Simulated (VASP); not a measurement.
Crystal: AlN.

```xyz
2
Lattice="0.0000 1.9987 2.0351 1.9987 0.0000 2.0351 1.9987 1.9987 0.0000" Properties=species:S:1:pos:R:3 pbc="T T T"
Al    0.0000    0.0000    0.0000
N     1.9987    1.9987    2.0351
```

This cell differs from its parent crystal: epitaxial xy strain -1.0%.

Program: VASP 6.6.1. Alike in all runs: task single point; potentials or basis VASP PAW PBE potentials, release 64 (Al, N); no spin polarisation; cell as given; cutoff (eV) 520. Hardware: 1 thread of Intel(R) Xeon(R) 6975P-C (Granite Rapids), with other jobs on the host.

Question: Order these runs on this cell by their wall time, lowest first.
A. level PBE; k mesh 10 × 10 × 10; smearing fermi-dirac 0.02 eV
B. level PBE; k mesh 6 × 6 × 6; smearing gaussian 0.01 eV
C. level r2SCAN; k mesh 10 × 10 × 10; smearing gaussian 0.01 eV

Answer: B (2.8 s), A (6.1 s), C (24 s).

Caveats: some runs use coarse meshes.
